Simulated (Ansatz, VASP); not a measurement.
**C in VASP and in Ansatz**

INCAR

```
SYSTEM = C
  PREC = Accurate
  ENCUT = 600
  EDIFF = 1E-7
  ISMEAR = 0
  SIGMA = 0.02
  LREAL = .False.
  LASPH = .True.
  NELM = 80
  ALGO = Normal
  ISIF = 3
  LWAVE = .False.
  LCHARG = .False.
  GGA = PE
  IBRION = 2
  NSW = 100
  EDIFFG = -0.005
```

Contents of KPOINTS:

```
regular mesh
0
Gamma
  12 12 2
  0 0 0
```

File POSCAR:

```
C
1.0
    2.5220988435      0.0000000000      0.0000000000
   -1.2610494217      2.1842016693      0.0000000000
    0.0000000000      0.0000000000     12.3557000000
C
12
Direct
    0.0000000000      0.0000000000      0.1875000000
    0.0000000000      0.0000000000      0.6875000000
    0.0000000000      0.0000000000      0.3125000000
    0.0000000000      0.0000000000      0.8125000000
    0.3333333333      0.6666666667      0.5208300000
    0.6666666667      0.3333333333      0.0208300000
    0.3333333333      0.6666666667      0.9791700000
    0.6666666667      0.3333333333      0.4791700000
    0.3333333333      0.6666666667      0.6458300000
    0.6666666667      0.3333333333      0.1458300000
    0.3333333333      0.6666666667      0.8541700000
    0.6666666667      0.3333333333      0.3541700000
```

Input for Ansatz:

```yaml
crystal:
  lattice:
    - [2.5221, 0.0, 0.0]
    - [-1.26105, 2.1842026709, 0.0]
    - [0.0, 0.0, 12.3557]
  atoms:
    - { symbol: C, position: [0.0, 0.0, 0.1875] }
    - { symbol: C, position: [0.0, 0.0, 0.6875] }
    - { symbol: C, position: [0.0, 0.0, 0.3125] }
    - { symbol: C, position: [0.0, 0.0, 0.8125] }
    - { symbol: C, position: [0.3333333333, 0.6666666667, 0.52083] }
    - { symbol: C, position: [0.6666666667, 0.3333333333, 0.02083] }
    - { symbol: C, position: [0.3333333333, 0.6666666667, 0.97917] }
    - { symbol: C, position: [0.6666666667, 0.3333333333, 0.47917] }
    - { symbol: C, position: [0.3333333333, 0.6666666667, 0.64583] }
    - { symbol: C, position: [0.6666666667, 0.3333333333, 0.14583] }
    - { symbol: C, position: [0.3333333333, 0.6666666667, 0.85417] }
    - { symbol: C, position: [0.6666666667, 0.3333333333, 0.35417] }
basis:
  ecutwfc: 420
kpoints:
  mp_grid: { grid: [12, 12, 2] }
hamiltonian:
  xc: pbe
scf:
  occupations: { method: gaussian, width: 0.02 }
output:
  forces: true
  stress: true
  eigenvalues: true
relax:
  adjacent_minimum: "off"
  f_tol: 0.005
  max_steps: 80
  cell: { stress_tol: 0.05 }
```

Alike in both runs: task relaxation of cell and atoms; functional PBE; k mesh 12 × 12 × 2; occupations gaussian, width 0.02 eV; no spin polarisation.

|  | VASP | Ansatz |
| --- | --- | --- |
| version | VASP 6.6.1 | Ansatz 0.2.0 |
| potentials or method | VASP PAW PBE potentials, release 64 (C), cutoff 600 eV | scalar-relativistic, plane waves, PAW |
| valence electrons in the cell | 48 | 48 |

|  | VASP | Ansatz | Ansatz less VASP |
| --- | --- | --- | --- |
| gap on the k mesh at the Fermi level, each at its own relaxed structure (eV) | 4.44 | 4.44 | +0.008 |
| relaxed volume (Å³/atom) | 5.70 | 5.70 | 0.000 |
| relaxed cell length with the largest relative difference (Å) | 12.429 | 12.429 | +0.0002 |
